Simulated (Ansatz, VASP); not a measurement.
# Two plane-wave programs on TiC

```
Ti C
1.0
     0.00000    2.16392    2.16392
     2.16392    0.00000    2.16392
     2.16392    2.16392    0.00000
Ti C
1 1
Direct
  0.00000 0.00000 0.00000
  0.50000 0.50000 0.50000
```

Alike in both runs: functional r2SCAN; k mesh 12 × 12 × 12; occupations fermi-dirac, width 0.05 eV; no spin polarisation.

Ansatz relaxed the structure, and its values are those at the end. VASP's run is a single point on that final structure, the one shown.

|  | VASP | Ansatz |
| --- | --- | --- |
| version | VASP 6.6.1 | Ansatz 0.2.0 |
| potentials or method | VASP PAW PBE potentials, release 64 (Ti_sv, C) | PAW with Ansatz's default frozen-core files, scalar-relativistic |
| plane-wave cutoff (eV) | 660 | 500 |
| valence electrons in the cell | 16 | 16 |

|  | VASP | Ansatz | Ansatz less VASP |
| --- | --- | --- | --- |
| pressure (GPa) | 0.7 | 0.0 | -0.73 |

VASP's potentials were made for PBE, not for r2SCAN.
